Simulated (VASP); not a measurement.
Input of a VASP 6.6.1 run:

The input INCAR:

```
PREC = Accurate
ENCUT = 520
EDIFF = 1E-6
ISMEAR = 0
SIGMA = 0.02
LREAL = False
LASPH = True
NELM = 60
ALGO = Normal
ISIF = 2
LWAVE = False
LCHARG = False
GGA = PS
IBRION = 2
NSW = 60
EDIFFG = -0.002
```

Contents of KPOINTS:

```
Automatic mesh
0
Gamma
  9 9 6
```

File POSCAR:

```
BN
1.0
    2.5151549549      0.0000000000      0.0000000000
   -1.2575774774      2.1781880854      0.0000000000
    0.0000000000      0.0000000000      4.1606277791
B N
2 2
Direct
    0.3333333333      0.6666666667     -0.0002373568
    0.6666666667      0.3333333333      0.4997626432
    0.3333333333      0.6666666667      0.3742373568
    0.6666666667      0.3333333333      0.8742373568
```

Potentials or basis: VASP PAW PBE potentials, release 64 (B, N).

Launch:

```sh
$ cat potpaw_PBE.64/B/POTCAR potpaw_PBE.64/N/POTCAR > POTCAR
$ mpirun -np 1 vasp_std > vasp.out
```

Predict the energy gained by relaxing.

0.0 meV/atom.

What does it give for the band gap on the k mesh?

4.88 eV, indirect (least direct gap 8.35 eV).

Stress tensor (GPa, compression positive):
```
13.17  0.00  0.00
 0.00 13.17  0.00
 0.00  0.00 13.35
```

Caveat: the cell differs from its parent crystal (strained cell); the PAW data sets were made with another functional, which shifts forces and pressure a little. A k mesh can miss the band edges.
